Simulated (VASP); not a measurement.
**AlN: electric field gradients with PBEsol**

AlN:

```xyz
4
Lattice="3.1213 0.0000 0.0000 -1.5607 2.7032 0.0000 0.0000 0.0000 4.9945" Properties=species:S:1:pos:R:3 pbc="T T T"
Al    0.0000    1.8021    0.0000
Al    1.5607    0.9011    2.4973
N     0.0000    1.8021    1.9229
N     1.5607    0.9011    4.4202
```

This cell differs from its parent crystal: volume scaled by 1.01.

```
Program                : VASP 6.6.1
Task                   : electric field gradients
Functional             : PBEsol
Potentials or basis    : VASP PAW PBE potentials, release 64 (Al, N)
Cutoff                 : 520 eV
k mesh                 : 10 × 10 × 6
Occupations            : fermi-dirac, width 0.03 eV
Spin                   : no spin polarisation
Dipole correction      : no
Further INCAR settings : ALGO = Normal; EDIFF = 1e-08; NBANDS = 16
```

```
Pressure               : -1.5 GPa
Largest force          : 0.177 eV/Å
Band gap on the k mesh : 4.00 eV, direct
```

Forces on the atoms (eV/Å):
```
Al   0.000  0.000  0.177
Al   0.000  0.000  0.177
N    0.000  0.000 -0.177
N    0.000  0.000 -0.177
```

Stress tensor (GPa, compression positive):
```
-0.88  0.00  0.00
 0.00 -0.88  0.00
 0.00  0.00 -2.61
```

Levels at points of the mesh, in eV from the valence-band top:
| k point | band 4 | band 5 | band 6 | band 7 | band 8 | band 9 | band 10 | band 11 | band 12 | band 13 |
| --- | --- | --- | --- | --- | --- | --- | --- | --- | --- | --- |
| (0.00, 0.00, 0.00) | -0.95 | -0.95 | -0.29 | -0.29 | 0.00 | 4.00 | 6.44 | 10.42 | 10.91 | 10.91 |
| (0.50, 0.00, 0.00) | -4.24 | -3.39 | -2.17 | -1.81 | -0.77 | 5.60 | 5.64 | 7.95 | 10.05 | 10.71 |
| (0.00, 0.00, 0.50) | -3.37 | -0.63 | -0.63 | -0.63 | -0.63 | 6.28 | 6.28 | 10.09 | 10.09 | 11.23 |
| (0.50, 0.00, 0.50) | -5.68 | -1.54 | -1.54 | -1.40 | -1.40 | 5.11 | 5.11 | 9.00 | 9.00 | 11.58 |

Electric field gradients, principal values (V/Å²):
```csv
atom,least,middle,greatest (by size)
1 Al,-4.206,-4.206,8.413
2 Al,-4.206,-4.206,8.413
3 N,-0.309,-0.310,0.619
4 N,-0.309,-0.310,0.619
```

Run time: 27 s on 1 thread of Intel(R) Xeon(R) Platinum 8259CL CPU @ 2.50GHz (Skylake/Cascade Lake), on a shared host, peak memory 0.17 GiB.

Caveat: without QUAD_EFG the Cq values of the log hold for a quadrupole moment of 1 mb, not for the nuclei; the PAW data sets were made with another functional, which shifts forces and pressure a little.
